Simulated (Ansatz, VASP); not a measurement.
**C: VASP beside Ansatz**

Contents of INCAR:

```
  PREC = Accurate
  ENCUT = 520
  EDIFF = 1E-7
  ISMEAR = -1
  SIGMA = 0.05
  LREAL = False
  LASPH = True
  NELM = 60
  ALGO = Normal
  ISIF = 2
  LWAVE = False
  LCHARG = False
  GGA = RE
  IVDW = 13
  NBANDS = 36
```

The input KPOINTS:

```
regular mesh
0
Gamma
  12 12 3
```

The input POSCAR:

```
C
1.0
    2.5051726443      0.0000000000      0.0000000000
   -1.2525863222      2.1695431509      0.0000000000
    0.0000000000      0.0000000000     12.2727733403
C
12
Direct
    0.6666666667      0.3333333333      0.3541700000
    0.3333333333      0.6666666667      0.8541700000
    0.6666666667      0.3333333333      0.1458300000
    0.3333333333      0.6666666667      0.6458300000
    0.6666666667      0.3333333333      0.4791700000
    0.3333333333      0.6666666667      0.9791700000
    0.6666666667      0.3333333333      0.0208300000
    0.3333333333      0.6666666667      0.5208300000
    0.0000000000      0.0000000000      0.8125000000
    0.0000000000      0.0000000000      0.3125000000
    0.0000000000      0.0000000000      0.6875000000
    0.0000000000      0.0000000000      0.1875000000
```

input.yaml

```yaml
crystal:
  lattice:
    - [2.5051726443, 0.0, 0.0]
    - [-1.2525863222, 2.1695431509, 0.0]
    - [0.0, 0.0, 12.2727733403]
  atoms:
    - { symbol: C, position: [0.6666666667, 0.3333333333, 0.35417] }
    - { symbol: C, position: [0.3333333333, 0.6666666667, 0.85417] }
    - { symbol: C, position: [0.6666666667, 0.3333333333, 0.14583] }
    - { symbol: C, position: [0.3333333333, 0.6666666667, 0.64583] }
    - { symbol: C, position: [0.6666666667, 0.3333333333, 0.47917] }
    - { symbol: C, position: [0.3333333333, 0.6666666667, 0.97917] }
    - { symbol: C, position: [0.6666666667, 0.3333333333, 0.02083] }
    - { symbol: C, position: [0.3333333333, 0.6666666667, 0.52083] }
    - { symbol: C, position: [0.0, 0.0, 0.8125] }
    - { symbol: C, position: [0.0, 0.0, 0.3125] }
    - { symbol: C, position: [0.0, 0.0, 0.6875] }
    - { symbol: C, position: [0.0, 0.0, 0.1875] }
hamiltonian:
  xc: revpbe
  pseudopotentials: { kind: paw }
  dispersion: d4
kpoints:
  mp_grid: { grid: [12, 12, 3] }
scf:
  occupations: { method: fermi_dirac, width: 0.05 }
output:
  forces: true
  stress: true
  eigenvalues: true
```

Alike in both runs: task single point; functional revPBE; dispersion D4; k mesh 12 × 12 × 3; occupations fermi-dirac, width 0.05 eV; no spin polarisation.

|  | VASP | Ansatz |
| --- | --- | --- |
| version | VASP 6.6.1 | Ansatz 0.2.0 |
| potentials or method | VASP PAW PBE potentials, release 64 (C) | Ansatz PAW |
| plane-wave cutoff (eV) | 520 | 420 |
| valence electrons in the cell | 48 | 48 |

VASP gave:

| Item | Value |
| --- | --- |
| gap on the k mesh at the Fermi level (eV) | 4.42 |
| least direct gap on the mesh (eV) | 5.35 |
| pressure (GPa) | 3.4 |
| traceless stress, the component that is largest in VASP (GPa) | 5.76 |
| rms of the force components (eV/Å) | 0.157 |

Problem. Which values does Ansatz return?

Solution. gap on the k mesh at the Fermi level (eV): 4.44; least direct gap on the mesh (eV): 5.36; pressure (GPa): 2.7; traceless stress, the component that is largest in VASP (GPa): 5.76; rms of the force components (eV/Å): 0.157.

VASP's potentials were made for PBE, not for revPBE. Atom by atom the forces differ by 0.003 eV/Å (rms over components).

Noted on Ansatz's run: odd divisions of the mesh miss points on the zone boundary, where band edges often lie, so the gap on the mesh can be too wide.
